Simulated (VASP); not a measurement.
# TaN (Amm2) in VASP: a series of runs, part 3 of 3

VASP 6.6.1.

### Step 6. Single point, PBEsol (strain +0.0050 x Voigt [0, 1, 0, 0, 0, 0])

Contents of INCAR:

```
PREC     = Accurate       # precision mode
ENCUT    = 520            # plane-wave cutoff, eV
EDIFF    = 1E-6           # SCF threshold, eV
ISMEAR   = 0              # smearing method
SIGMA    = 0.15           # smearing width, eV
LREAL    = False          # projectors in reciprocal space
LASPH    = True           # aspherical terms in the spheres
NELM     = 60             # most SCF steps
ALGO     = Normal         # electronic algorithm
ISIF     = 2              # what is computed and relaxed
LWAVE    = False          # write WAVECAR
LCHARG   = False          # write CHGCAR
GGA      = PS             # functional
NBANDS   = 15             # bands
```

Contents of KPOINTS:

```
Automatic mesh
0
Gamma
  18 18 16
```

Contents of POSCAR:

```
TaN
1.0
    2.9379988584      0.0000000000      0.0000000000
   -1.4689994292      2.5571035559      0.0000000000
    0.0000000000      0.0000000000      2.8830000000
Ta N
1 1
Direct
    0.3333333333      0.6666666667      0.5000000000
    0.0000000000      0.0000000000      0.0000000000
```

Potentials or basis: VASP PAW PBE potentials, release 64 (Ta_pv, N).

Run with:

```console
> cat potpaw_PBE.64/Ta_pv/POTCAR potpaw_PBE.64/N/POTCAR > POTCAR
> mpirun -np 1 vasp_std > vasp.out
```

OUTCAR:

```text
PREC = Accurate
   ENCUT = 520
   EDIFF = 1E-6
   ISMEAR = 0
   LREAL = False
   LASPH = True
   NELM = 60
   ISIF = 2
   GGA = PS

 ion  position               nearest neighbor table
   1  0.333  0.667  0.500-   2 2.23   2 2.23   2 2.23   2 2.23   2 2.23   2 2.23
   2  0.000  0.000  0.000-   1 2.23   1 2.23   1 2.23   1 2.23   1 2.23   1 2.23

  LATTYP: Found a base centered orthorhombic cell.
 ALAT       =     2.9379988584
 B/A-ratio  =     1.7407110616
 C/A-ratio  =     0.9812801635

  Lattice vectors:

 A1 = (   1.4689994292,  -2.5571035559,   0.0000000000)
 A2 = (   1.4689994292,   2.5571035559,   0.0000000000)
 A3 = (   0.0000000000,   0.0000000000,   2.8830000000)

Analysis of symmetry for initial positions (statically):
=====================================================================
 Subroutine PRICEL returns:
 Original cell was already a primitive cell.

 Routine SETGRP: Setting up the symmetry group for a
 base centered orthorhombic supercell.

 Subroutine GETGRP returns: Found  4 space group operations
 (whereof  4 operations were pure point group operations)
 out of a pool of  8 trial point group operations.

The static configuration has the point symmetry C_2v.

Analysis of symmetry for dynamics (positions and initial velocities):
=====================================================================
 Subroutine PRICEL returns:
 Original cell was already a primitive cell.

 Routine SETGRP: Setting up the symmetry group for a
 base centered orthorhombic supercell.

 Subroutine GETGRP returns: Found  4 space group operations
 (whereof  4 operations were pure point group operations)
 out of a pool of  8 trial point group operations.

The dynamic configuration has the point symmetry C_2v.

 Subroutine INISYM returns: Found  4 space group operations
 (whereof  4 operations are pure point group operations),
 and found     1 'primitive' translations

----------------------------------------------------------------------------------------

                                     Primitive cell
[... 116 lines left out ...]
   GGA     = PS    functional components
   LHFCALC =     F    Hartree Fock is set to
   AEXX    =    0.0000 exact exchange contribution
   IVDW    =     0    specifies the selected vdW correction
   LEPSILON=     F    determine dielectric tensor
   LRPA    =     F    only Hartree local field effects (RPA)
 non-spin polarized calculation
 Gauss-broadening in eV      SIGMA  =   0.15
  energy-cutoff  :      520.00
  volume of cell :       21.66
 maximum number of plane-waves:       605
 NGX is ok and might be reduce to    24
   NGX = 11   NGY = 11   NGZ = 11

 number of electron      16.0000001 magnetization

 Free energy of the ion-electron system (eV)
  ---------------------------------------------------
  ext. energy  EPLUGINS =         0.00000000
  ---------------------------------------------------
  free energy    TOTEN  =       -23.79932397 eV

  energy without entropy =      -23.79863463  energy(sigma->0) =      -23.79897930

 E-fermi :   8.0096     XC(G=0): -13.4776

 val. band max:        7.9912685843   @ k =   0.0000   0.0000   0.5000
 cond. band min:       8.0161254718   @ k =   0.0000   0.0000   0.4375
 fundamental gap:      0.0248568876
 Fermi energy:         8.0096471779

 k-point     1 :       0.0000    0.0000    0.0000
  band No.  band energies     occupation
      1     -26.7462      2.00000
      2     -26.4982      2.00000
      3     -26.4872      2.00000
      4      -9.6603      2.00000
      5       3.4488      2.00000
      6       3.5113      2.00000
      7       3.8452      2.00000
      8       5.1532      2.00000
      9      10.1975      0.00000
     10      11.5973      0.00000
     11      11.6618      0.00000
     12      11.9853      0.00000
     13      12.0078      0.00000
     14      21.0179      0.00000
[... 401 lines left out ...]
      2     -26.6737      2.00000
      3     -26.6250      2.00000
      4      -8.5235      2.00000
      5       1.1884      2.00000
      6       3.8297      2.00000
      7       4.1906      2.00000
      8       5.0003      2.00000
      9      10.0921      0.00000
     10      11.3473      0.00000
     11      12.1143      0.00000
     12      13.1307      0.00000
     13      13.3481      0.00000
     14      21.1356      0.00000
     15      21.4451      0.00000

 [... further k-points ...]
[... 5 lines left out ...]
  --------------------------------------------------------------------------------------
  -------------------------------------------------------------------------------------
  Total       -0.6867414     -0.9801098     -0.6528920      0.0000000      0.0000000      0.0000000
  in kB      -50.7994776    -72.5004544    -48.2955734      0.0000000      0.0000000      0.0000000
  external PRESSURE =     -57.1985018 kB  Pullay stress =       0.0000000 kB

 VOLUME and BASIS-vectors are now :
 -----------------------------------------------------------------------------
  energy-cutoff  :      520.00
  volume of cell :       21.66
      direct lattice vectors                 reciprocal lattice vectors
     2.937998858  0.000000000  0.000000000     0.340367729  0.195533731  0.000000000
    -1.468999429  2.557103556  0.000000000     0.000000000  0.391067463  0.000000000
     0.000000000  0.000000000  2.883000000     0.000000000  0.000000000  0.346860909

 POSITION                                       TOTAL-FORCE (eV/Angst)
 -----------------------------------------------------------------------------------
     -0.00000      1.70474      1.44150        -0.000000     -0.007592      0.000000
      0.00000      0.00000      0.00000         0.000000      0.007592      0.000000
 -----------------------------------------------------------------------------------
    total drift:                                0.000000     -0.000020     -0.000000

  FREE ENERGIE OF THE ION-ELECTRON SYSTEM (eV)
  ---------------------------------------------------
  free  energy   TOTEN  =       -23.7993239725 eV

  energy  without entropy=      -23.7986346303  energy(sigma->0) =      -23.79897930
```

stdout:

```text
POSCAR found type information on POSCAR TaN
 POSCAR found :  2 types and       2 ions
 scaLAPACK will be used
 -----------------------------------------------------------------------------
|                                                                             |
|                                                                             |
|     You enforced a specific xc type in the INCAR file but a different       |
|     I HOPE YOU KNOW WHAT YOU ARE DOING!                                     |
|                                                                             |
 -----------------------------------------------------------------------------

 LDA part: xc-table for (Slater+PW92), standard interpolation
 POSCAR, INCAR and KPOINTS ok, starting setup
 FFT: planning ... GRIDC
 FFT: planning ... GRID_SOFT
 FFT: planning ... GRID
 WAVECAR not read
 entering main loop
```

It took 3.4 min on 1 thread of Intel Xeon 8259CL, shared host; peak memory 0.37 GiB.

What came out:

| Property | Result |
| --- | --- |
| Free energy | -23.7993 eV |
| Pressure | -5.7 GPa |
| Largest force | 0.008 eV/Å |
| Band gap on the k mesh | zero (bands 8 and 9 overlap by 0.32 eV) |

Forces in eV/Å, atoms in the order of the input:
```
Ta   0.000 -0.008  0.000
N    0.000  0.008  0.000
```

Caveat: the cell differs from its parent crystal (strain +0.0050 x Voigt [0, 1, 0, 0, 0, 0]); the cell stands under tension; the PAW data sets were made with another functional, which shifts forces and pressure a little; spin-orbit coupling is left out, which moves the levels of the heavy elements.

### Step 7. Overview

| cell | gap on the mesh (eV) | pressure (GPa) | largest force (eV/Å) |
| --- | --- | --- | --- |
| a = 2.938, b = 2.894, c = 2.883 Å, angles 90.0, 90.0, 120.5°, 2 atoms | none | 3.1 | 0.05 |
| a = 2.938, b = 2.905, c = 2.883 Å, angles 90.0, 90.0, 120.4°, 2 atoms | none | 1.2 | 0.03 |
| a = 2.938, b = 2.916, c = 2.883 Å, angles 90.0, 90.0, 120.2°, 2 atoms | none | -0.6 | 0.02 |
| a = 2.938, b = 2.927, c = 2.883 Å, angles 90.0, 90.0, 120.1°, 2 atoms | none | -2.4 | 0.01 |
| a = 2.938, b = 2.949, c = 2.883 Å, angles 90.0, 90.0, 119.9°, 2 atoms | none | -5.7 | 0.01 |

Alike in all rows: task single point; level PBEsol; potentials or basis VASP PAW PBE potentials, release 64 (Ta_pv, N); no spin polarisation; k mesh 18 × 18 × 16; cutoff (eV) 520; smearing gaussian 0.15 eV.

Caveats: the PAW data sets were made with another functional, which shifts forces and pressure a little; spin-orbit coupling is left out, which moves the levels of the heavy elements; the cell stands under pressure (at least some runs); the cell stands under tension (at least some runs).

Total energies depend on the potentials used, so only differences within one code and one set of settings carry meaning.
